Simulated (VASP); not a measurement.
Here is a VASP 6.6.1 calculation.

File INCAR:

```
SYSTEM = NaH
PREC     = Accurate       ! precision mode
ENCUT    = 520            ! plane-wave cutoff, eV
EDIFF    = 1E-6           ! SCF threshold, eV
ISMEAR   = 0              ! smearing method
SIGMA    = 0.01           ! smearing width, eV
LREAL    = .FALSE.        ! projectors in reciprocal space
LASPH    = .TRUE.         ! aspherical terms in the spheres
NELM     = 100            ! most SCF steps
ALGO     = Normal         ! electronic algorithm
ISIF     = 2              ! what is computed and relaxed
LWAVE    = .FALSE.        ! write WAVECAR
LCHARG   = .FALSE.        ! write CHGCAR
GGA      = PE             ! functional
NBANDS   = 11             ! bands
```

The input KPOINTS:

```
Automatic mesh
0
G
  6 6 6
  0 0 0
```

The input POSCAR:

```
NaH
1.0
    2.9804717380      0.0000000000      0.0000000000
    0.0000000000      2.9804717380      0.0000000000
    0.0000000000      0.0000000000      2.9804717380
Na H
1 1
Direct
    0.0000000000      0.0000000000      0.0000000000
    0.5000000000      0.5000000000      0.5000000000
```

Potentials or basis: VASP PAW PBE potentials, release 64 (Na_pv, H).

Command:

```sh
$ cat potpaw_PBE.64/Na_pv/POTCAR potpaw_PBE.64/H/POTCAR > POTCAR
$ mpirun -np 1 vasp_std > vasp.out
```

Q: Predict the pressure.

A: -0.4 GPa.

Q: Predict the band gap on the k mesh.

A: 1.03 eV, indirect (least direct gap 4.36 eV).

 A k mesh can miss the band edges.
